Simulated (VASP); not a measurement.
A run of VASP 6.6.1 is set up as follows.

File POSCAR:

```
MgTe
1.0
    9.0400002020      0.0000000000      0.0000000000
   -4.5200001010      7.8288698251      0.0000000000
    0.0000000000      0.0000000000      7.3300000000
Mg Te
8 8
Direct
    0.1666666667      0.3333333333      0.0000000000
    0.3333333333      0.1666666667      0.5000000000
    0.1666666667      0.8333333333      0.0000000000
    0.3333333333      0.6666666667      0.5000000000
    0.6666666667      0.3333333333      0.0000000000
    0.8333333333      0.1666666667      0.5000000000
    0.6666666667      0.8333333333      0.0000000000
    0.8333333333      0.6666666667      0.5000000000
    0.1666666667      0.3333333333      0.3850000000
    0.3333333333      0.1666666667      0.8850000000
    0.1666666667      0.8333333333      0.3850000000
    0.3333333333      0.6666666667      0.8850000000
    0.6666666667      0.3333333333      0.3850000000
    0.8333333333      0.1666666667      0.8850000000
    0.6666666667      0.8333333333      0.3850000000
    0.8333333333      0.6666666667      0.8850000000
```

Contents of INCAR.step1:

```
SYSTEM = MgTe
ALGO     = Normal         ! electronic algorithm
EDIFF    = 1E-5           ! SCF threshold, eV
ENCUT    = 660            ! plane-wave cutoff, eV
GGA      = PE             ! functional
GGA_COMPAT= .False.      
ISMEAR   = -1             ! smearing method
LASPH    = .True.         ! aspherical terms in the spheres
LCHARG   = .False.        ! write CHGCAR
LREAL    = .False.        ! projectors in reciprocal space
LWAVE    = .True.         ! write WAVECAR
NBANDS   = 46             ! bands
NELM     = 120            ! most SCF steps
PREC     = Accurate       ! precision mode
SIGMA    = 0.05           ! smearing width, eV
```

INCAR.step2

```
SYSTEM = MgTe
ALGO     = Normal         ! electronic algorithm
EDIFF    = 1E-6           ! SCF threshold, eV
ENCUT    = 660            ! plane-wave cutoff, eV
GGA_COMPAT= .False.      
ISIF     = 2              ! what is computed and relaxed
ISMEAR   = -1             ! smearing method
ISTART   = 1            
LASPH    = .True.         ! aspherical terms in the spheres
LCHARG   = .True.         ! write CHGCAR
LELF     = .True.         ! ELF
LMIXTAU  = .True.       
LREAL    = .False.        ! projectors in reciprocal space
LVHAR    = .True.       
LWAVE    = .False.        ! write WAVECAR
METAGGA  = R2SCAN         ! meta-GGA
NBANDS   = 46             ! bands
NELM     = 120            ! most SCF steps
PREC     = Accurate       ! precision mode
SIGMA    = 0.05           ! smearing width, eV
```

The input KPOINTS:

```
k-points
0
Gamma
  2 2 2
  0 0 0
```

Potentials or basis: VASP PAW PBE potentials, release 64 (Mg, Te).

Launch:

```console
$ cat potpaw_PBE.64/Mg/POTCAR potpaw_PBE.64/Te/POTCAR > POTCAR
$ cp INCAR.step1 INCAR
$ mpirun -np 1 vasp_std > vasp.out
$ cp INCAR.step2 INCAR
$ mpirun -np 1 vasp_std > vasp.out
```

(1) Predict the largest force.

(2) Predict the pressure.

(3) Estimate the band gap on the k mesh.

Results:

(1) 0.241 eV/Å.

(2) 1.7 GPa.

(3) 3.25 eV.

Caveat: the k points lie up to 0.43 Å⁻¹ apart; the PAW data sets were made with another functional, which shifts forces and pressure a little; spin-orbit coupling is left out, which moves the levels of the heavy elements.
